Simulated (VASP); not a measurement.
# Pb (P6_3/mmc) in VASP: notebook, part 2 of 2

VASP 6.6.1.

## 4. Relaxation of cell and atoms, PBEsol

This run uses another cell than the first one, of 30.33 Å³/atom.

Contents of INCAR:

```
SYSTEM = Pb
  PREC = Accurate
  ENCUT = 600
  EDIFF = 1E-7
  ISMEAR = -1
  SIGMA = 0.1
  LREAL = .False.
  LASPH = .True.
  NELM = 60
  ALGO = Normal
  ISIF = 3
  LWAVE = .False.
  LCHARG = .False.
  GGA = PS
  IBRION = 2
  NSW = 80
  EDIFFG = -0.01
```

Contents of KPOINTS:

```
Automatic mesh
0
Gamma
  10 10 3
  0 0 0
```

Contents of POSCAR:

```
Pb
1.0
    3.5005272341      0.0000000000      0.0000000000
   -1.7502636171      3.0315455114      0.0000000000
    0.0000000000      0.0000000000     11.4327219467
Pb
4
Direct
    0.0000000000      0.0000000000      0.0000000000
    0.0000000000      0.0000000000      0.5000000000
    0.3333333333      0.6666666667      0.2500000000
    0.6666666667      0.3333333333      0.7500000000
```

Potentials or basis: VASP PAW PBE potentials, release 64 (Pb_d).

Run with:

```bash
cat potpaw_PBE.64/Pb_d/POTCAR > POTCAR
mpirun -np 1 vasp_std > vasp.out
```

OUTCAR:

```text
SYSTEM = Pb
   PREC = Accurate
   ENCUT = 600
   EDIFF = 1E-7
   ISMEAR = -1
   LREAL = .False.
   LASPH = .True.
   NELM = 60
   ISIF = 3
   GGA = PS
   IBRION = 2
   NSW = 80
   EDIFFG = -0.01

 ion  position               nearest neighbor table
   1  0.000  0.000  0.000-   3 3.50   4 3.50   4 3.50   3 3.50   4 3.50   3 3.50
   2  0.000  0.000  0.500-   3 3.50   4 3.50   4 3.50   3 3.50   4 3.50   3 3.50
   3  0.333  0.667  0.250-   1 3.50   2 3.50   1 3.50   2 3.50   1 3.50   2 3.50
   4  0.667  0.333  0.750-   1 3.50   2 3.50   1 3.50   2 3.50   1 3.50   2 3.50

  LATTYP: Found a hexagonal cell.
 ALAT       =     3.5005272341
 C/A-ratio  =     3.2660000000

  Lattice vectors:

 A1 = (   3.5005272341,   0.0000000000,   0.0000000000)
 A2 = (  -1.7502636171,   3.0315455114,   0.0000000000)
 A3 = (   0.0000000000,   0.0000000000,  11.4327219467)

Analysis of symmetry for initial positions (statically):
=====================================================================
 Subroutine PRICEL returns:
 Original cell was already a primitive cell.

 Routine SETGRP: Setting up the symmetry group for a
 hexagonal supercell.

 Subroutine GETGRP returns: Found 24 space group operations
 (whereof 12 operations were pure point group operations)
 out of a pool of 24 trial point group operations.

The static configuration has the point symmetry D_3d.
 The point group associated with its full space group is D_6h.

Analysis of symmetry for dynamics (positions and initial velocities):
=====================================================================
 Subroutine PRICEL returns:
 Original cell was already a primitive cell.

 Routine SETGRP: Setting up the symmetry group for a
 hexagonal supercell.

 Subroutine GETGRP returns: Found 24 space group operations
 (whereof 12 operations were pure point group operations)
 out of a pool of 24 trial point group operations.

The dynamic configuration has the point symmetry D_3d.
[... 131 lines left out ...]
   AEXX    =    0.0000 exact exchange contribution
   IVDW    =     0    specifies the selected vdW correction
   LEPSILON=     F    determine dielectric tensor
   LRPA    =     F    only Hartree local field effects (RPA)
 conjugate gradient relaxation of ions
 non-spin polarized calculation
  energy-cutoff  :      600.00
  volume of cell :      121.32
 maximum number of plane-waves:      4085
 NGX is ok and might be reduce to    28
   NGX = 13   NGY = 13   NGZ = 45

--------------------------------------- Ionic step        1  -------------------------------------------

 number of electron      56.0000005 magnetization

 Free energy of the ion-electron system (eV)
  ---------------------------------------------------
  ext. energy  EPLUGINS =         0.00000000
  ---------------------------------------------------
  free energy    TOTEN  =       -15.99089648 eV

  energy without entropy =      -15.91237447  energy(sigma->0) =      -15.95163548

------------------------ aborting loop because EDIFF is reached ----------------------------------------

  FORCE on cell =-STRESS in cart. coord.  units (eV):
  Direction    XX          YY          ZZ          XY          YZ          ZX
  --------------------------------------------------------------------------------------
  -------------------------------------------------------------------------------------
  Total       -0.3823853     -0.3823853     -0.6856813      0.0000000      0.0000000      0.0000000
  in kB       -5.0496886     -5.0496886     -9.0549426      0.0000000      0.0000000      0.0000000
  external PRESSURE =      -6.3847733 kB  Pullay stress =       0.0000000 kB
[... 139 lines left out ...]
--------------------------------------- Ionic step        5  -------------------------------------------

 number of electron      56.0000000 magnetization

 Free energy of the ion-electron system (eV)
  ---------------------------------------------------
  ext. energy  EPLUGINS =         0.00000000
  ---------------------------------------------------
  free energy    TOTEN  =       -15.99499877 eV

  energy without entropy =      -15.91821332  energy(sigma->0) =      -15.95660604

 E-fermi :   7.2322     XC(G=0): -10.4086

 val. band max:        7.2121307609   @ k =   0.3000   0.2000   0.3333
 cond. band min:       7.3170977137   @ k =   0.2000   0.1000   0.3333
 fundamental gap:      0.1049669528
 Fermi energy:         7.2321642488

 k-point     1 :       0.0000    0.0000    0.0000
  band No.  band energies     occupation
      1      -9.7864      2.00000
      2      -9.7648      2.00000
      3      -9.7547      2.00000
      4      -9.7480      2.00000
      5      -9.7447      2.00000
      6      -9.7447      2.00000
[... 853 lines left out ...]
     32       9.2574      0.00000
     33       9.8692      0.00000

 [... further k-points ...]

------------------------ aborting loop because EDIFF is reached ----------------------------------------

  FORCE on cell =-STRESS in cart. coord.  units (eV):
  Direction    XX          YY          ZZ          XY          YZ          ZX
  --------------------------------------------------------------------------------------
  -------------------------------------------------------------------------------------
  Total        0.0118108      0.0118108     -0.0002846     -0.0000000      0.0000000      0.0000000
  in kB        0.1581549      0.1581549     -0.0038105     -0.0000000      0.0000000      0.0000000
  external PRESSURE =       0.1041665 kB  Pullay stress =       0.0000000 kB
[... 19 lines left out ...]
  FREE ENERGIE OF THE ION-ELECTRON SYSTEM (eV)
  ---------------------------------------------------
  free  energy   TOTEN  =       -15.9949987673 eV

  energy  without entropy=      -15.9182133152  energy(sigma->0) =      -15.95660604

 reached required accuracy - stopping structural energy minimisation
```

OSZICAR:

```text
N       E                     dE             d eps       ncg     rms          rms(c)
DAV:   1     0.695245928437E+03    0.69525E+03   -0.30084E+04  1848   0.228E+03
DAV:   2     0.505800418983E+02   -0.64467E+03   -0.63902E+03  1848   0.556E+02
DAV:   3    -0.133642884966E+02   -0.63944E+02   -0.63263E+02  2257   0.219E+02
[... 43 lines left out ...]
DAV:   2    -0.159953439296E+02    0.63295E-03   -0.19776E-03  2563   0.627E-01    0.880E-02
DAV:   3    -0.159949823731E+02    0.36156E-03   -0.94741E-04  2582   0.359E-01    0.965E-03
DAV:   4    -0.159950009724E+02   -0.18599E-04   -0.22835E-04  2075   0.211E-01    0.800E-03
DAV:   5    -0.159949998149E+02    0.11574E-05   -0.57341E-06  2657   0.247E-02    0.495E-03
DAV:   6    -0.159949987449E+02    0.10701E-05   -0.17311E-06  2380   0.234E-02    0.569E-04
DAV:   7    -0.159949987673E+02   -0.22412E-07   -0.20139E-07  1093   0.590E-03
   5 F= -.15994999E+02 E0= -.15956606E+02  d E =-.239752E-03
```

CONTCAR:

```text
Pb
   1.00000000000000
     3.4923529921511891    0.0000000000001361    0.0000000000000000
    -1.7461764961253599    3.0244664102153695   -0.0000000000000000
     0.0000000000000000    0.0000000000000000   11.3276578808170498
  Pb
     4
Direct
     0.0000000000000000    1.0000000000000000    0.0000000000000000
     0.0000000000000000    1.0000000000000000    0.5000000000000000
     0.3333333332999970    0.6666666667000030    0.2500000000000000
     0.6666666667000030    0.3333333332999970    0.7500000000000000

  0.00000000E+00  0.00000000E+00  0.00000000E+00
  0.00000000E+00  0.00000000E+00  0.00000000E+00
  0.00000000E+00  0.00000000E+00  0.00000000E+00
  0.00000000E+00  0.00000000E+00  0.00000000E+00
```

Wall time 9.3 min (1 thread of Intel Xeon 8259CL, shared host); peak memory 0.32 GiB.

What came out:

| Property | Result |
| --- | --- |
| Free energy | -15.9950 eV |
| Relaxed volume | 29.91 Å³/atom |
| Relaxed cell | a = 3.492 Å, b = 3.492 Å, c = 11.328 Å, α = 90.00°, β = 90.00°, γ = 120.00° |
| Space group after relaxing (to 0.1 Å) | P6_3/mmc (No. 194) |
| Energy gained by relaxing | 1.0 meV/atom |
| Ionic steps | 5 |
| Pressure after relaxing | 0.0 GPa |
| Band gap on the k mesh | zero (bands 28 and 29 overlap by 7.19 eV) |

Step by step:
```
step  energy change (eV)  largest force (eV/Å)  pressure (GPa)  volume (Å³)
   1              0.0000                0.0000           -0.64       121.32
   2             -0.0037                0.0000            0.17       119.21
   3             -0.0039                0.0000            0.03       119.57
   4             -0.0040                0.0000            0.02       119.61
   5             -0.0041                0.0000            0.01       119.65
```

Final structure:
```xyz
4
Lattice="3.4924 0.0000 0.0000 -1.7462 3.0245 0.0000 0.0000 0.0000 11.3277" Properties=species:S:1:pos:R:3 pbc="T T T"
Pb   -1.7462    3.0245    0.0000
Pb   -1.7462    3.0245    5.6638
Pb    0.0000    2.0163    2.8319
Pb    1.7462    1.0082    8.4957
```

Levels at points of the mesh, in eV from the Fermi level:
```tsv
k point	band 24	band 25	band 26	band 27	band 28	band 29	band 30	band 31	band 32	band 33
(0.00, 0.00, 0.00)	-8.07	-4.25	0.86	0.86	5.58	5.58	6.41	6.41	6.45	6.45
(0.50, 0.00, 0.00)	-6.88	-4.10	-3.78	-2.31	-1.80	-0.02	0.83	2.02	3.42	3.43
```

Caveat: the PAW data sets were made with another functional, which shifts forces and pressure a little; spin-orbit coupling is left out, which moves the levels of the heavy elements.

## 5. The runs side by side

```csv
task,cell,k mesh,cutoff (eV),gap on the mesh (eV),pressure (GPa)
single point,"a = 3.626, b = 3.626, c = 11.769 Å, angles 90.0, 90.0, 120.0°, 4 atoms",12 × 12 × 4,520,none,-4.1
single point,"a = 3.491, b = 3.491, c = 11.333 Å, angles 90.0, 90.0, 120.0°, 4 atoms",14 × 14 × 4,520,none,0.0
relaxation of cell and atoms,"relaxed from a = 3.501, b = 3.501, c = 11.433 Å, angles 90.0, 90.0, 120.0°, 4 atoms",10 × 10 × 3,600,none,0.0
```

Alike in all rows: level PBEsol; potentials or basis VASP PAW PBE potentials, release 64 (Pb_d); no spin polarisation; smearing fermi-dirac 0.1 eV.

Caveats: the PAW data sets were made with another functional, which shifts forces and pressure a little; spin-orbit coupling is left out, which moves the levels of the heavy elements; the cell stands under tension (at least some runs).

Total energies depend on the potentials used, so only differences within one code and one set of settings carry meaning.

The gap in the log of VASP goes by the Fermi energy; the results here count the filled bands.